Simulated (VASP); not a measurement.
Wanted: the native input for a VASP 6.6.1 run.

| Property | Result |
| --- | --- |
| Task | single point |
| Functional | PBE |
| Potentials or basis | VASP PAW PBE potentials, release 64 (Gd, N) |
| Cutoff | 520 eV |
| k mesh | 8 × 8 × 8 |
| Occupations | gaussian, width 0.05 eV |
| Spin | collinear spin, ferrimagnetic start |
| Starting moments | [7.63, -0.16] μB |
| Hubbard terms | Gd f U = 6.0 eV |
| Dipole correction | no |
| Further INCAR settings | ALGO = Normal; EDIFF = 1e-07; NBANDS = 22 |

The structure of GdN lies in POSCAR:

```
GdN
1.0
    0.0000000000      2.5043655497      2.5043655497
    2.5043655497      0.0000000000      2.5043655497
    2.5043655497      2.5043655497      0.0000000000
Gd N
1 1
Direct
    0.5000000000      0.5000000000      0.5000000000
    0.0000000000      0.0000000000      0.0000000000
```

The input as run:

INCAR

```
PREC = Accurate ; ENCUT = 520
EDIFF = 1E-7 ; ISMEAR = 0
SIGMA = 0.05 ; LREAL = F
LASPH = T ; NELM = 150
ALGO = Normal ; ISIF = 2
LWAVE = F ; LCHARG = F
ISPIN = 2 ; MAGMOM = 7.63 -0.16
LORBIT = 11 ; LMAXMIX = 6
LDAU = T ; LDAUTYPE = 2
LDAUL = 3 -1 ; LDAUU = 6 0
LDAUJ = 0 0 ; LDAUPRINT = 1
GGA = PE ; NBANDS = 22
```

KPOINTS

```
regular mesh
0
Gamma
  8 8 8
```

Potentials or basis: VASP PAW PBE potentials, release 64 (Gd, N).

Command:

```sh
$ cat potpaw_PBE.64/Gd/POTCAR potpaw_PBE.64/N/POTCAR > POTCAR
$ mpirun -np 1 vasp_std > vasp.out
```

Results of the run:

```yaml
Pressure: -0.2 GPa
Band_gap_on_the_k_mesh: zero (filled and empty bands overlap)
Net_moment: 7.00 μB per cell
Site_moments: Gd +6.87; N -0.11 μB
Valence_electrons_inside_the_program's_atomic_spheres: Gd 15.21; N 3.63
```

Caveat: spin-orbit coupling is left out, which moves the levels of the heavy elements; a cell with one magnetic atom can't hold antiferromagnetic order, which such compounds often take.

It took 2.4 min on 1 thread of AMD EPYC 7571 (shared host), peak memory 0.17 GiB.
